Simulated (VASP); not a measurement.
# CoS (P4/nmm) in VASP: single point with LDA

Aim: the single point of CoS with LDA.

Program: VASP 6.6.1. These are calculated values, not measurements. Logs are shortened: lines on timing, memory, paths and dates and some standing lists are left out, and cuts for length are marked.

### Step 1. The cell of the first run

Symmetry: P4/nmm, No. 129, tetragonal system. The conventional cell has a = 3.623 Å, b = 3.623 Å, c = 5.013 Å, α = 90.00°, β = 90.00°, γ = 90.00°. Within 2.9 Å of Co (site symmetry -4m2) lie 4 S at 2.16 Å and 4 Co at 2.56 Å. Within 2.9 Å of S (site symmetry 4mm) lie 4 Co at 2.16 Å.

### Step 2. Single point, LDA, collinear spin, ferromagnetic start

Contents of INCAR:

```
PREC     = Accurate       # precision mode
ENCUT    = 520            # plane-wave cutoff, eV
EDIFF    = 1E-7           # SCF threshold, eV
ISMEAR   = -1             # smearing method
SIGMA    = 0.1            # smearing width, eV
LREAL    = F              # projectors in reciprocal space
LASPH    = T              # aspherical terms in the spheres
NELM     = 150            # most SCF steps
ALGO     = Normal         # electronic algorithm
ISIF     = 2              # what is computed and relaxed
LWAVE    = F              # write WAVECAR
LCHARG   = F              # write CHGCAR
ISPIN    = 2              # spin polarisation
MAGMOM   = 2.5 2.5 0 0    # initial moments
LORBIT   = 11             # projections on sites
LMAXMIX  = 4              # l up to which the mixer works
NBANDS   = 27             # bands
```

Contents of KPOINTS:

```
Automatic mesh
0
Gamma
  6 6 5
```

Contents of POSCAR:

```
CoS
1.0
    3.6233800000      0.0000000000      0.0000000000
    0.0000000000      3.6233800000      0.0000000000
    0.0000000000      0.0000000000      5.0128900000
Co S
2 2
Direct
    0.0000000000      0.0000000000      0.0000000000
    0.5000000000      0.5000000000      0.0000000000
    0.5000000000      0.0000000000      0.7650900000
    0.0000000000      0.5000000000      0.2349100000
```

Potentials or basis: VASP PAW LDA potentials, release 64 (Co, S).

Started as:

```sh
cat potpaw_LDA.64/Co/POTCAR potpaw_LDA.64/S/POTCAR > POTCAR
mpirun -np 1 vasp_std > vasp.out
```

OUTCAR:

```text
PREC = Accurate
   ENCUT = 520
   EDIFF = 1E-7
   ISMEAR = -1
   LREAL = F
   LASPH = T
   NELM = 150
   ISIF = 2
   ISPIN = 2
   LORBIT = 11

 ion  position               nearest neighbor table
   1  0.000  0.000  0.000-   3 2.16   4 2.16   4 2.16   3 2.16   2 2.56   2 2.56   2 2.56   2 2.56

   2  0.500  0.500  0.000-   3 2.16   4 2.16   3 2.16   4 2.16   1 2.56   1 2.56   1 2.56   1 2.56

   3  0.500  0.000  0.765-   1 2.16   2 2.16   2 2.16   1 2.16
   4  0.000  0.500  0.235-   1 2.16   2 2.16   1 2.16   2 2.16

  LATTYP: Found a simple tetragonal cell.
 ALAT       =     3.6233800000
 C/A-ratio  =     1.3834844813

  Lattice vectors:

 A1 = (   3.6233800000,   0.0000000000,   0.0000000000)
 A2 = (   0.0000000000,   3.6233800000,   0.0000000000)
 A3 = (   0.0000000000,   0.0000000000,   5.0128900000)

Analysis of symmetry for initial positions (statically):
=====================================================================
 Subroutine PRICEL returns:
 Original cell was already a primitive cell.

 Routine SETGRP: Setting up the symmetry group for a
 simple tetragonal supercell.

 Subroutine GETGRP returns: Found 16 space group operations
 (whereof  8 operations were pure point group operations)
 out of a pool of 16 trial point group operations.

The static configuration has the point symmetry D_2d.
 The point group associated with its full space group is D_4h.

Analysis of symmetry for dynamics (positions and initial velocities):
=====================================================================
 Subroutine PRICEL returns:
 Original cell was already a primitive cell.

 Routine SETGRP: Setting up the symmetry group for a
 simple tetragonal supercell.

 Subroutine GETGRP returns: Found 16 space group operations
 (whereof  8 operations were pure point group operations)
 out of a pool of 16 trial point group operations.

The dynamic configuration has the point symmetry D_2d.
 The point group associated with its full space group is D_4h.

Analysis of structural, dynamic, and magnetic symmetry:
=====================================================================
 Subroutine PRICEL returns:
 Original cell was already a primitive cell.

 Routine SETGRP: Setting up the symmetry group for a
 simple tetragonal supercell.

 Subroutine GETGRP returns: Found 16 space group operations
 (whereof  8 operations were pure point group operations)
 out of a pool of 16 trial point group operations.

The overall configuration has the point symmetry D_2d.
 The point group associated with its full space group is D_4h.

 Subroutine INISYM returns: Found 16 space group operations
 (whereof  8 operations are pure point group operations),
 and found     1 'primitive' translations

----------------------------------------------------------------------------------------

                                     Primitive cell

  volume of cell :      65.8136

  direct lattice vectors                    reciprocal lattice vectors
     3.623380000  0.000000000  0.000000000     0.275985406  0.000000000  0.000000000
     0.000000000  3.623380000  0.000000000     0.000000000  0.275985406  0.000000000
     0.000000000  0.000000000  5.012890000     0.000000000  0.000000000  0.199485726

  length of vectors
     3.623380000  3.623380000  5.012890000     0.275985406  0.275985406  0.199485726

  position of ions in fractional coordinates (direct lattice)
     0.000000000  0.000000000  0.000000000
     0.500000000  0.500000000  0.000000000
     0.500000000  0.000000000  0.765090000
     0.000000000  0.500000000  0.234910000

  ion indices of the primitive-cell ions
   primitive index   ion index
                 1           1
                 2           2
                 3           3
                 4           4

----------------------------------------------------------------------------------------

 KPOINTS: Automatic mesh

Automatic generation of k-mesh.
 Grid dimensions read from file:
 generate k-points for:    6    6    5

 Generating k-lattice:

  Cartesian coordinates                     Fractional coordinates (reciprocal lattice)
     0.045997568  0.000000000  0.000000000     0.166666667  0.000000000  0.000000000
     0.000000000  0.045997568  0.000000000     0.000000000  0.166666667  0.000000000
     0.000000000  0.000000000  0.039897145     0.000000000  0.000000000  0.200000000

  Length of vectors
     0.045997568  0.045997568  0.039897145

  Shift w.r.t. Gamma in fractional coordinates (k-lattice)
     0.000000000  0.000000000  0.000000000

 Subroutine IBZKPT returns following result:
 ===========================================

 Found     30 irreducible k-points:

 Following reciprocal coordinates:
            Coordinates               Weight
  0.000000  0.000000  0.000000      1.000000
  0.166667  0.000000  0.000000      4.000000
  0.333333  0.000000  0.000000      4.000000
  0.500000  0.000000  0.000000      2.000000
  0.166667  0.166667  0.000000      4.000000
  0.333333  0.166667  0.000000      8.000000
[... 16 lines left out ...]
  0.333333  0.000000  0.400000      8.000000
  0.500000  0.000000  0.400000      4.000000
 [... further k-points ...]
   k-points           NKPTS =     30   k-points in BZ     NKDIM =     30   number of bands    NBANDS=     27
   number of dos      NEDOS =    301   number of ions     NIONS =      4
   total plane-waves  NPLWV =  31360
   dimension x,y,z NGX =    28 NGY =   28 NGZ =   40
   dimension x,y,z NGXF=    56 NGYF=   56 NGZF=   80
   ions per type =               2   2
   NGX,Y,Z   is equivalent  to a cutoff of  12.85, 12.85, 13.27 a.u.
   NGXF,Y,Z  is equivalent  to a cutoff of  25.69, 25.69, 26.53 a.u.
 SYSTEM =  unknown system
   PREC   = accura    normal or accurate (medium, high low for compatibility)
   ISTART =      0    job   : 0-new  1-cont  2-samecut
   ICHARG =      2    charge: 1-file 2-atom 10-const
   ISPIN  =      2    spin polarized calculation?
   LNONCOLLINEAR =      F non collinear calculations
   LSORBIT =      F    spin-orbit coupling
   LASPH  =      T    aspherical Exc in radial PAW
   ENCUT  =  520.0 eV  38.22 Ry    6.18 a.u.   6.74  6.74  9.32*2*pi/ulx,y,z
   NELM   =    150;   NELMIN=  2; NELMDL= -5     # of ELM steps
   EDIFF  = 0.1E-06   stopping-criterion for ELM
   LREAL  =      F    real-space projection
   EDIFFG = 0.1E-05   stopping-criterion for IOM
   NSW    =      0    number of steps for IOM
   IBRION =     -1    ionic relax: 0-MD 1-quasi-New 2-CG
   NFREE  =      0    steps in history (QN), initial steepest desc. (CG)
   ISIF   =      2    stress and relaxation
   ISYM   =      2    0-nonsym 1-usesym 2-fastsym
   POTIM  = 0.5000    time-step for ionic-motion
   TEBEG  =    0.0;   TEEND  =   0.0 temperature during run
   PSTRESS=    0.0 pullay stress
   NELECT =      30.0000    total number of electrons
   NUPDOWN=      -1.0000    fix difference up-down
   EMIN   =  10.00;   EMAX   =-10.00  energy-range for DOS
   EFERMI =   0.00;   METHOD = LEGACY
   ISMEAR =    -1;   SIGMA  =   0.10  broadening in eV -4-tet -1-fermi 0-gaus
   EFERMI_NEDOS =   21; number of points for ismear=-14 and -15
   IALGO  =     38    algorithm
   IMIX   =      4    mixing-type and parameters
     AMIX     =   0.40;   BMIX     =  1.00
     AMIX_MAG =   1.60;   BMIX_MAG =  1.00
  volume/ion in A,a.u.               =      16.45       111.03
  Fermi-wavevector in a.u.,A,eV,Ry     =   1.259921  2.380905 21.597896  1.587401
  Thomas-Fermi vector in A             =   2.393456
   LORBIT       =     11    0 simple, 1 ext, 2 COOP (PROOUT), +10 PAW based schemes
   GGA     = CA    functional components
   LHFCALC =     F    Hartree Fock is set to
   AEXX    =    0.0000 exact exchange contribution
   IVDW    =     0    specifies the selected vdW correction
   LEPSILON=     F    determine dielectric tensor
   LRPA    =     F    only Hartree local field effects (RPA)
 spin polarized calculation
  energy-cutoff  :      520.00
  volume of cell :       65.81
 maximum number of plane-waves:      1799
 NGX is ok and might be reduce to    28
   NGX = 13   NGY = 13   NGZ = 19

 number of electron      30.0000011 magnetization       0.6341432

 Free energy of the ion-electron system (eV)
  ---------------------------------------------------
  ext. energy  EPLUGINS =         0.00000000
  ---------------------------------------------------
  free energy    TOTEN  =       -27.77317236 eV

  energy without entropy =      -27.63790929  energy(sigma->0) =      -27.70554083

 E-fermi :   6.2386     XC(G=0): -10.7254

 val. band max:        6.2100559043   @ k =   0.5000   0.3333   0.2000
 cond. band min:       6.2467556032   @ k =   0.5000   0.1667   0.4000
 fundamental gap:      0.0366996989
 Fermi energy:         6.2385863784

 spin component 1

 k-point     1 :       0.0000    0.0000    0.0000
  band No.  band energies     occupation
      1      -9.1466      1.00000
      2      -7.4928      1.00000
      3      -0.2881      1.00000
      4       0.9373      1.00000
      5       1.0012      1.00000
      6       1.0012      1.00000
[... 19 lines left out ...]
     26      18.6146      0.00000
     27      19.1609      0.00000
[... 667 lines left out ...]
      5       1.1756      1.00000
      6       1.1756      1.00000
[... 19 lines left out ...]
     26      15.7501      0.00000
     27      19.8737      0.00000

 [... further k-points ...]

 spin component 2

 k-point     1 :       0.0000    0.0000    0.0000
  band No.  band energies     occupation
      1      -9.1195      1.00000
      2      -7.4628      1.00000
      3      -0.2281      1.00000
      4       1.0297      1.00000
      5       1.1117      1.00000
      6       1.1117      1.00000
[... 19 lines left out ...]
     26      18.7078      0.00000
     27      19.1937      0.00000
[... 667 lines left out ...]
      5       1.2942      1.00000
      6       1.2942      1.00000
[... 19 lines left out ...]
     26      15.7773      0.00000
     27      19.9055      0.00000

 [... further k-points ...]
[... 5 lines left out ...]
  --------------------------------------------------------------------------------------
  -------------------------------------------------------------------------------------
  Total       -2.9502491     -2.9502491     -1.4225874      0.0000000      0.0000000     -0.0000000
  in kB      -71.8213117    -71.8213117    -34.6316821      0.0000000      0.0000000     -0.0000000
  external PRESSURE =     -59.4247685 kB  Pullay stress =       0.0000000 kB

 VOLUME and BASIS-vectors are now :
 -----------------------------------------------------------------------------
  energy-cutoff  :      520.00
  volume of cell :       65.81
      direct lattice vectors                 reciprocal lattice vectors
     3.623380000  0.000000000  0.000000000     0.275985406  0.000000000  0.000000000
     0.000000000  3.623380000  0.000000000     0.000000000  0.275985406  0.000000000
     0.000000000  0.000000000  5.012890000     0.000000000  0.000000000  0.199485726

 POSITION                                       TOTAL-FORCE (eV/Angst)
 -----------------------------------------------------------------------------------
      0.00000      0.00000      0.00000        -0.000000      0.000000      0.000000
      1.81169      1.81169      0.00000         0.000000     -0.000000      0.000000
      1.81169      0.00000      3.83531        -0.000000      0.000000      0.258188
      0.00000      1.81169      1.17758         0.000000     -0.000000     -0.258188
 -----------------------------------------------------------------------------------
    total drift:                                0.000000      0.000000     -0.000000

  FREE ENERGIE OF THE ION-ELECTRON SYSTEM (eV)
  ---------------------------------------------------
  free  energy   TOTEN  =       -27.7731723628 eV

  energy  without entropy=      -27.6379092872  energy(sigma->0) =      -27.70554083

 total charge

# of ion       s       p       d       tot
------------------------------------------
    1        0.455   0.598   7.520   8.572
    2        0.455   0.598   7.520   8.572
    3        1.346   2.308   0.000   3.654
    4        1.346   2.308   0.000   3.654
--------------------------------------------------
tot          3.602   5.811  15.040  24.453

 magnetization (x)

# of ion       s       p       d       tot
------------------------------------------
    1        0.004   0.003   0.280   0.287
    2        0.004   0.003   0.280   0.287
    3        0.001   0.017   0.000   0.018
    4        0.001   0.017   0.000   0.018
--------------------------------------------------
tot          0.009   0.041   0.561   0.610
```

Wall time 2.6 min (1 thread of Oxide Virtual Turin-like, shared host); peak memory 0.17 GiB.

Results:

```
Free energy                                           : -27.7732 eV
Pressure                                              : -5.9 GPa
Largest force                                         : 0.258 eV/Å
Net moment                                            : 0.63 μB per cell
Site moments                                          : Co +0.29; S +0.02 μB
Valence electrons inside the program's atomic spheres : Co 8.57; S 3.65
```

Forces in eV/Å, atoms in the order of the input:
```
Co   0.000  0.000  0.000
Co   0.000  0.000  0.000
S    0.000  0.000  0.258
S    0.000  0.000 -0.258
```

Levels at points of the mesh, in eV from the Fermi level:
Spin up:
| k point | band 11 | band 12 | band 13 | band 14 | band 15 | band 16 | band 17 | band 18 | band 19 | band 20 |
| --- | --- | --- | --- | --- | --- | --- | --- | --- | --- | --- |
| (0.00, 0.00, 0.00) | -1.31 | -1.10 | -0.87 | -0.87 | -0.55 | 1.00 | 1.77 | 1.77 | 3.26 | 4.28 |
| (0.50, 0.00, 0.00) | -2.40 | -2.40 | -1.65 | -1.65 | 0.27 | 0.27 | 0.79 | 0.79 | 5.75 | 5.75 |
| (0.50, 0.50, 0.00) | -2.87 | -2.87 | -1.54 | -1.54 | -1.17 | -1.17 | -0.25 | -0.25 | 4.77 | 4.77 |
Spin down:
| k point | band 10 | band 11 | band 12 | band 13 | band 14 | band 15 | band 16 | band 17 | band 18 | band 19 |
| --- | --- | --- | --- | --- | --- | --- | --- | --- | --- | --- |
| (0.00, 0.00, 0.00) | -1.47 | -1.09 | -0.90 | -0.66 | -0.66 | -0.12 | 1.06 | 1.92 | 1.92 | 3.29 |
| (0.50, 0.00, 0.00) | -2.28 | -2.20 | -2.20 | -1.44 | -1.44 | 0.45 | 0.45 | 1.00 | 1.00 | 5.80 |
| (0.50, 0.50, 0.00) | -2.77 | -2.63 | -2.63 | -1.31 | -1.31 | -1.00 | -1.00 | 0.09 | 0.09 | 4.86 |

With open d or f shells a metallic result of LDA can be an artefact of self-interaction; +U or a hybrid may open a gap.
